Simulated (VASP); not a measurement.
# Y (P6/mmm) in VASP: notebook

Y is run at these levels: revPBE; tasks: single point.

All numbers are computed with VASP 6.6.1; they aren't measurements. Logs are shortened: lines on timing, memory, paths and dates and some standing lists are left out, and cuts for length are marked.

**1. The cell of the first run**

Symmetry: P6/mmm, No. 191, hexagonal system. The conventional cell has a = 5.782 Å, b = 5.782 Å, c = 3.611 Å, α = 90.00°, β = 90.00°, γ = 120.00°. Within 4.7 Å of Y (site symmetry 6/mmm) lie 14 Y at 3.61 to 3.80 Å. Within 4.4 Å of Y (site symmetry -6m2) lie 11 Y at 3.34 to 3.80 Å.

This isn't the form of Y at room conditions, which is hcp.

**2. Single point, revPBE (34.85 Å³/atom)**

Input file INCAR:

```
SYSTEM = Y
ALGO = Normal
EDIFF = 1E-6
ENCUT = 520
GGA = RE
ISIF = 2
ISMEAR = -1
LASPH = .TRUE.
LCHARG = .TRUE.
LELF = .TRUE.
LREAL = .FALSE.
LVHAR = .TRUE.
LWAVE = .FALSE.
NBANDS = 24
NELM = 80
PREC = Accurate
SIGMA = 0.1
```

Input file KPOINTS:

```
k-points
0
G
  7 7 10
  0 0 0
```

Input file POSCAR:

```
Y
1.0
    5.7818639089      0.0000000000      0.0000000000
   -2.8909319544      5.0072410264      0.0000000000
    0.0000000000      0.0000000000      3.6107909940
Y
3
Direct
    1.0000000000      0.0000000000      1.0000000000
    0.3333333333      0.6666666667      0.5000000000
    0.6666666667      0.3333333333      0.5000000000
```

Potentials or basis: VASP PAW PBE potentials, release 64 (Y_sv).

Started as:

```
> cat potpaw_PBE.64/Y_sv/POTCAR > POTCAR
> mpirun -np 1 vasp_std > vasp.out
```

OUTCAR:

```text
SYSTEM = Y
   EDIFF = 1E-6
   ENCUT = 520
   GGA = RE
   ISIF = 2
   ISMEAR = -1
   LASPH = .TRUE.
   LREAL = .FALSE.
   NELM = 80
   PREC = Accurate

 ion  position               nearest neighbor table
   1  0.000  0.000  0.000-   2 3.80   3 3.80   2 3.80   3 3.80   3 3.80   3 3.80   2 3.80   2 3.80
                             3 3.80   3 3.80   2 3.80   2 3.80
   2  0.333  0.667  0.500-   3 3.34   3 3.34   3 3.34   1 3.80   1 3.80   1 3.80   1 3.80   1 3.80
                             1 3.80
   3  0.667  0.333  0.500-   2 3.34   2 3.34   2 3.34   1 3.80   1 3.80   1 3.80   1 3.80   1 3.80
                             1 3.80

  LATTYP: Found a hexagonal cell.
 ALAT       =     5.7818639089
 C/A-ratio  =     0.6245029373

  Lattice vectors:

 A1 = (   5.7818639089,   0.0000000000,   0.0000000000)
 A2 = (  -2.8909319544,   5.0072410264,   0.0000000000)
 A3 = (   0.0000000000,   0.0000000000,   3.6107909940)

Analysis of symmetry for initial positions (statically):
=====================================================================
 Subroutine PRICEL returns:
 Original cell was already a primitive cell.

 Routine SETGRP: Setting up the symmetry group for a
 hexagonal supercell.

 Subroutine GETGRP returns: Found 24 space group operations
 (whereof 24 operations were pure point group operations)
 out of a pool of 24 trial point group operations.

The static configuration has the point symmetry D_6h.

Analysis of symmetry for dynamics (positions and initial velocities):
=====================================================================
 Subroutine PRICEL returns:
 Original cell was already a primitive cell.

 Routine SETGRP: Setting up the symmetry group for a
 hexagonal supercell.

 Subroutine GETGRP returns: Found 24 space group operations
 (whereof 24 operations were pure point group operations)
 out of a pool of 24 trial point group operations.

The dynamic configuration has the point symmetry D_6h.

 Subroutine INISYM returns: Found 24 space group operations
 (whereof 24 operations are pure point group operations),
 and found     1 'primitive' translations

----------------------------------------------------------------------------------------

                                     Primitive cell

  volume of cell :     104.5367

  direct lattice vectors                    reciprocal lattice vectors
     5.781863909  0.000000000  0.000000000     0.172954607  0.099855389  0.000000000
    -2.890931954  5.007241026  0.000000000     0.000000000  0.199710778  0.000000000
     0.000000000  0.000000000  3.610790994     0.000000000  0.000000000  0.276947628

  length of vectors
     5.781863909  5.781863909  3.610790994     0.199710778  0.199710778  0.276947628

  position of ions in fractional coordinates (direct lattice)
     0.000000000  0.000000000  0.000000000
     0.333333333  0.666666667  0.500000000
     0.666666667  0.333333333  0.500000000

  ion indices of the primitive-cell ions
   primitive index   ion index
                 1           1
                 2           2
                 3           3

----------------------------------------------------------------------------------------

 KPOINTS: k-points

Automatic generation of k-mesh.
 Grid dimensions read from file:
 generate k-points for:    7    7   10

 Generating k-lattice:

  Cartesian coordinates                     Fractional coordinates (reciprocal lattice)
     0.024707801  0.014265056  0.000000000     0.142857143  0.000000000  0.000000000
     0.000000000  0.028530111  0.000000000     0.000000000  0.142857143  0.000000000
     0.000000000  0.000000000  0.027694763     0.000000000  0.000000000  0.100000000

  Length of vectors
     0.028530111  0.028530111  0.027694763

  Shift w.r.t. Gamma in fractional coordinates (k-lattice)
     0.000000000  0.000000000  0.000000000

 Subroutine IBZKPT returns following result:
 ===========================================

 Found     48 irreducible k-points:

 Following reciprocal coordinates:
            Coordinates               Weight
  0.000000  0.000000  0.000000      1.000000
  0.142857 -0.000000  0.000000      6.000000
  0.285714 -0.000000  0.000000      6.000000
  0.428571  0.000000  0.000000      6.000000
  0.142857  0.142857  0.000000      6.000000
  0.285714  0.142857  0.000000     12.000000
[... 16 lines left out ...]
  0.428571  0.142857  0.200000     12.000000
  0.285714  0.285714  0.200000     12.000000
 [... further k-points ...]
   k-points           NKPTS =     48   k-points in BZ     NKDIM =     48   number of bands    NBANDS=     24
   number of dos      NEDOS =    301   number of ions     NIONS =      3
   total plane-waves  NPLWV =  64512
   dimension x,y,z NGX =    48 NGY =   48 NGZ =   28
   dimension x,y,z NGXF=    96 NGYF=   96 NGZF=   56
   ions per type =               3
   NGX,Y,Z   is equivalent  to a cutoff of  13.80, 13.80, 12.89 a.u.
   NGXF,Y,Z  is equivalent  to a cutoff of  27.60, 27.60, 25.78 a.u.
 SYSTEM =  Y
   PREC   = accura    normal or accurate (medium, high low for compatibility)
   ISTART =      0    job   : 0-new  1-cont  2-samecut
   ICHARG =      2    charge: 1-file 2-atom 10-const
   ISPIN  =      1    spin polarized calculation?
   LNONCOLLINEAR =      F non collinear calculations
   LSORBIT =      F    spin-orbit coupling
   LASPH  =      T    aspherical Exc in radial PAW
   ENCUT  =  520.0 eV  38.22 Ry    6.18 a.u.  10.75 10.75  6.71*2*pi/ulx,y,z
   NELM   =     80;   NELMIN=  2; NELMDL= -5     # of ELM steps
   EDIFF  = 0.1E-05   stopping-criterion for ELM
   LREAL  =      F    real-space projection
   EDIFFG = 0.1E-04   stopping-criterion for IOM
   NSW    =      0    number of steps for IOM
   IBRION =     -1    ionic relax: 0-MD 1-quasi-New 2-CG
   NFREE  =      0    steps in history (QN), initial steepest desc. (CG)
   ISIF   =      2    stress and relaxation
   ISYM   =      2    0-nonsym 1-usesym 2-fastsym
   POTIM  = 0.5000    time-step for ionic-motion
   TEBEG  =    0.0;   TEEND  =   0.0 temperature during run
   PSTRESS=    0.0 pullay stress
   NELECT =      33.0000    total number of electrons
   NUPDOWN=      -1.0000    fix difference up-down
   EMIN   =  10.00;   EMAX   =-10.00  energy-range for DOS
   EFERMI =   0.00;   METHOD = LEGACY
   ISMEAR =    -1;   SIGMA  =   0.10  broadening in eV -4-tet -1-fermi 0-gaus
   EFERMI_NEDOS =   21; number of points for ismear=-14 and -15
   IALGO  =     38    algorithm
   IMIX   =      4    mixing-type and parameters
     AMIX     =   0.40;   BMIX     =  1.00
     AMIX_MAG =   1.60;   BMIX_MAG =  1.00
  volume/ion in A,a.u.               =      34.85       235.15
  Fermi-wavevector in a.u.,A,eV,Ry     =   1.114696  2.106471 16.905891  1.242548
  Thomas-Fermi vector in A             =   2.251294
   LORBIT       =      0    0 simple, 1 ext, 2 COOP (PROOUT), +10 PAW based schemes
   GGA     = RE    functional components
   LHFCALC =     F    Hartree Fock is set to
   AEXX    =    0.0000 exact exchange contribution
   IVDW    =     0    specifies the selected vdW correction
   LEPSILON=     F    determine dielectric tensor
   LRPA    =     F    only Hartree local field effects (RPA)
 non-spin polarized calculation
  energy-cutoff  :      520.00
  volume of cell :      104.54
 maximum number of plane-waves:      2839
 NGX is ok and might be reduce to    48
   NGX = 21   NGY = 21   NGZ = 13

 number of electron      32.9999999 magnetization

 Free energy of the ion-electron system (eV)
  ---------------------------------------------------
  ext. energy  EPLUGINS =         0.00000000
  ---------------------------------------------------
  free energy    TOTEN  =       -18.39353292 eV

  energy without entropy =      -18.19249117  energy(sigma->0) =      -18.29301204

 E-fermi :   2.7522     XC(G=0):  -9.1308

 val. band max:        2.7439531191   @ k =   0.4286   0.0000   0.5000
 cond. band min:       2.7553599265   @ k =   0.1429   0.1429   0.2000
 fundamental gap:      0.0114068074
 Fermi energy:         2.7521880126

 k-point     1 :       0.0000    0.0000    0.0000
  band No.  band energies     occupation
      1     -40.1347      2.00000
      2     -40.0611      2.00000
      3     -40.0530      2.00000
      4     -20.2662      2.00000
      5     -20.2662      2.00000
      6     -20.1034      2.00000
[... 16 lines left out ...]
     23       5.4502      0.00000
     24       5.4553      0.00000

 k-point     2 :       0.1429   -0.0000    0.0000
  band No.  band energies     occupation
      1     -40.1307      2.00000
      2     -40.0619      2.00000
      3     -40.0563      2.00000
      4     -20.2895      2.00000
      5     -20.2699      2.00000
      6     -20.0753      2.00000
[... 16 lines left out ...]
     23       5.1564      0.00000
     24       5.1898      0.00000

 k-point     3 :       0.2857   -0.0000    0.0000
  band No.  band energies     occupation
      1     -40.1198      2.00000
      2     -40.0667      2.00000
      3     -40.0625      2.00000
      4     -20.3276      2.00000
      5     -20.2520      2.00000
      6     -20.0240      2.00000
[... 16 lines left out ...]
     23       5.0946      0.00000
     24       5.6373      0.00000

 k-point     4 :       0.4286    0.0000    0.0000
  band No.  band energies     occupation
      1     -40.1063      2.00000
      2     -40.0788      2.00000
      3     -40.0641      2.00000
      4     -20.3513      2.00000
      5     -20.1978      2.00000
      6     -20.0599      2.00000
[... 16 lines left out ...]
     23       5.3181      0.00000
     24       5.8215      0.00000

 k-point     5 :       0.1429    0.1429    0.0000
  band No.  band energies     occupation
      1     -40.1232      2.00000
      2     -40.0633      2.00000
      3     -40.0625      2.00000
      4     -20.3103      2.00000
      5     -20.2699      2.00000
      6     -20.0310      2.00000
[... 451 lines left out ...]
 k-point    22 :       0.2857    0.1429    0.2000
  band No.  band energies     occupation
      1     -40.1032      2.00000
      2     -40.0670      2.00000
      3     -40.0594      2.00000
      4     -20.3126      2.00000
      5     -20.2167      2.00000
      6     -20.0876      2.00000
[... 16 lines left out ...]
     23       5.1909      0.00000
     24       5.7253      0.00000

 k-point    23 :       0.4286    0.1429    0.2000
  band No.  band energies     occupation
      1     -40.0941      2.00000
      2     -40.0756      2.00000
      3     -40.0599      2.00000
      4     -20.3205      2.00000
      5     -20.1828      2.00000
      6     -20.1148      2.00000
[... 16 lines left out ...]
     23       5.1394      0.00000
     24       5.8712      0.00000

 k-point    24 :       0.2857    0.2857    0.2000
  band No.  band energies     occupation
      1     -40.0913      2.00000
      2     -40.0772      2.00000
      3     -40.0611      2.00000
      4     -20.3144      2.00000
      5     -20.1801      2.00000
      6     -20.1197      2.00000
[... 16 lines left out ...]
     23       4.8788      0.00000
     24       5.8941      0.00000

 [... further k-points ...]

------------------------ aborting loop because EDIFF is reached ----------------------------------------

  FORCE on cell =-STRESS in cart. coord.  units (eV):
  Direction    XX          YY          ZZ          XY          YZ          ZX
  --------------------------------------------------------------------------------------
  -------------------------------------------------------------------------------------
  Total       -0.9652043     -0.9652043     -0.9030183     -0.0000000      0.0000000      0.0000000
  in kB      -14.7931652    -14.7931652    -13.8400740     -0.0000000      0.0000000      0.0000000
  external PRESSURE =     -14.4754681 kB  Pullay stress =       0.0000000 kB

 VOLUME and BASIS-vectors are now :
 -----------------------------------------------------------------------------
  energy-cutoff  :      520.00
  volume of cell :      104.54
      direct lattice vectors                 reciprocal lattice vectors
     5.781863909  0.000000000  0.000000000     0.172954607  0.099855389  0.000000000
    -2.890931954  5.007241026  0.000000000     0.000000000  0.199710778  0.000000000
     0.000000000  0.000000000  3.610790994     0.000000000  0.000000000  0.276947628

 POSITION                                       TOTAL-FORCE (eV/Angst)
 -----------------------------------------------------------------------------------
      0.00000      0.00000      0.00000         0.000000     -0.000000      0.000000
     -0.00000      3.33816      1.80540         0.000000      0.000000     -0.000000
      2.89093      1.66908      1.80540        -0.000000     -0.000000      0.000000
 -----------------------------------------------------------------------------------
    total drift:                               -0.000000      0.000000     -0.000000

  FREE ENERGIE OF THE ION-ELECTRON SYSTEM (eV)
  ---------------------------------------------------
  free  energy   TOTEN  =       -18.3935329180 eV

  energy  without entropy=      -18.1924911651  energy(sigma->0) =      -18.29301204
```

Wall time 3.1 min (1 thread of Oxide Virtual Turin-like, shared host); peak memory 0.27 GiB.

What came out:

| Item | Value |
| --- | --- |
| Free energy | -18.3935 eV |
| Pressure | -1.4 GPa |
| Band gap on the k mesh | zero (an odd number of electrons rules out a gap without spin polarisation) |

Caveat: the PAW data sets were made with another functional, which shifts forces and pressure a little.

(Continued in part 2 of 2.)

The gap in the log of VASP goes by the Fermi energy; the results here count the filled bands.